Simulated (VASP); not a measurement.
Mo, 1 atom in the cell. It takes space group I4/mmm (No. 139, tetragonal). The conventional cell has a = 3.142 Å, b = 3.142 Å, c = 3.236 Å, α = 90.00°, β = 90.00°, γ = 90.00°. Within 3.6 Å of Mo (site symmetry 4/mmm) lie 14 Mo at 2.75 to 3.24 Å.  This cell differs from its parent crystal: strain +0.0300 x Voigt [0, 1, 0, 0, 0, 0].

| Property | Result |
| --- | --- |
| Program | VASP 6.6.1 |
| Task | single point |
| Functional | PBE |
| Potentials or basis | VASP PAW PBE potentials, release 64 (Mo_sv) |
| Cutoff | 520 eV |
| k mesh | 22 × 22 × 22 |
| Occupations | gaussian, width 0.15 eV |
| Spin | no spin polarisation |
| Dipole correction | no |
| Further INCAR settings | ALGO = Fast; EDIFF = 1e-06; NBANDS = 13 |

Potentials or basis: VASP PAW PBE potentials, release 64 (Mo_sv).

Launch:

```console
$ cat potpaw_PBE.64/Mo_sv/POTCAR > POTCAR
$ mpirun -np 1 vasp_std > vasp.out
```

Hardware: 1 thread of Intel Xeon 8259CL, on a shared host.

Question: How long does it take, and how much memory?

Answer: It took 2.7 min on 1 thread of Intel Xeon 8259CL, with other jobs on the host, peak memory 0.26 GiB. Counts: scf iterations 12, k points 834.
